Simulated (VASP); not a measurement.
Write the native input for VASP 6.6.1 that does the following.

```yaml
Task: single point
Functional: PBE
Dispersion: D3(BJ)
Potentials_or_basis: VASP PAW PBE potentials, release 64 (Li_sv)
Cutoff: 520 eV
k_mesh: 16 × 16 × 12
Occupations: gaussian, width 0.15 eV
Spin: no spin polarisation
Dipole_correction: no
Further_INCAR_settings: ALGO = Normal; EDIFF = 1e-07; NBANDS = 10
```

The structure of Li lies in POSCAR:

```
Li
1.0
    0.0000000000     -2.0537284226     -2.0537284226
    0.0000000000      2.0537284226     -2.0537284226
    4.1074568452      0.0000000000      0.0000000000
Li
2
Direct
    0.6017423958      0.3982576042      0.5000000000
   -0.1017423958      0.1017423958      0.0000000000
```

One way to write it, as run:

INCAR

```
SYSTEM = Li
  ALGO = Normal
  EDIFF = 1E-7
  ENCUT = 520
  GGA = PE
  ISIF = 2
  ISMEAR = 0
  IVDW = 12
  LASPH = .True.
  LCHARG = .False.
  LREAL = .False.
  LWAVE = .False.
  NBANDS = 10
  NELM = 100
  PREC = Accurate
  SIGMA = 0.15
```

KPOINTS

```
k-points
0
Gamma
  16 16 12
  0 0 0
```

Potentials or basis: VASP PAW PBE potentials, release 64 (Li_sv).

Launch:

```console
$ cat potpaw_PBE.64/Li_sv/POTCAR > POTCAR
$ mpirun -np 1 vasp_std > vasp.out
```

Results of the run:

```json
{
  "Largest force": "0.645 eV/Å",
  "Band gap on the k mesh": "zero (band 3 reaches 4.29 eV, above the bottom of band 4 at -1.04 eV)",
  "Dispersion energy per atom": "-0.199 eV"
}
```

Wall time 62 s on 1 thread of Intel(R) Xeon(R) Platinum 8375C CPU @ 2.90GHz (Ice Lake) (shared host), peak memory 0.25 GiB.
